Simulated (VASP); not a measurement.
Here is a VASP 6.6.1 calculation.

File POSCAR:

```
TePb
1.0
    0.0000000000      3.2678368418      3.2678368418
    3.2678368418      0.0000000000      3.2678368418
    3.2678368418      3.2678368418      0.0000000000
Pb Te
1 1
Direct
    0.0000000000      0.0000000000      0.0000000000
    0.5000000000      0.5000000000      0.5000000000
```

File INCAR.step1:

```
  ALGO = Normal
  EDIFF = 1E-5
  ENCUT = 520
  GGA = PE
  ISIF = 2
  ISMEAR = 0
  LASPH = T
  LCHARG = F
  LREAL = F
  LWAVE = T
  NBANDS = 17
  NELM = 100
  PREC = Accurate
  SIGMA = 0.01
```

The input INCAR.step2:

```
  AEXX = 0.05
  ALGO = Normal
  EDIFF = 1E-6
  ENCUT = 520
  GGA = PE
  HFSCREEN = 0.2078
  ISIF = 2
  ISMEAR = 0
  ISTART = 1
  LASPH = T
  LCHARG = F
  LHFCALC = T
  LREAL = F
  LWAVE = F
  NBANDS = 17
  NELM = 100
  PREC = Accurate
  PRECFOCK = Normal
  SIGMA = 0.01
```

Contents of KPOINTS:

```
k-points
0
Gamma
  4 4 4
```

Potentials or basis: VASP PAW PBE potentials, release 64 (Pb_d, Te).

Command:

```console
$ cat potpaw_PBE.64/Pb_d/POTCAR potpaw_PBE.64/Te/POTCAR > POTCAR
$ cp INCAR.step1 INCAR
$ mpirun -np 1 vasp_std > vasp.out
$ cp INCAR.step2 INCAR
$ mpirun -np 1 vasp_std > vasp.out
```

Predict the band gap on the k mesh.

0.87 eV.

What does it give for the pressure?

0.3 GPa.

Caveat: the PAW data sets were made with another functional, which shifts forces and pressure a little; spin-orbit coupling is left out, which moves the levels of the heavy elements. A k mesh can miss the band edges.
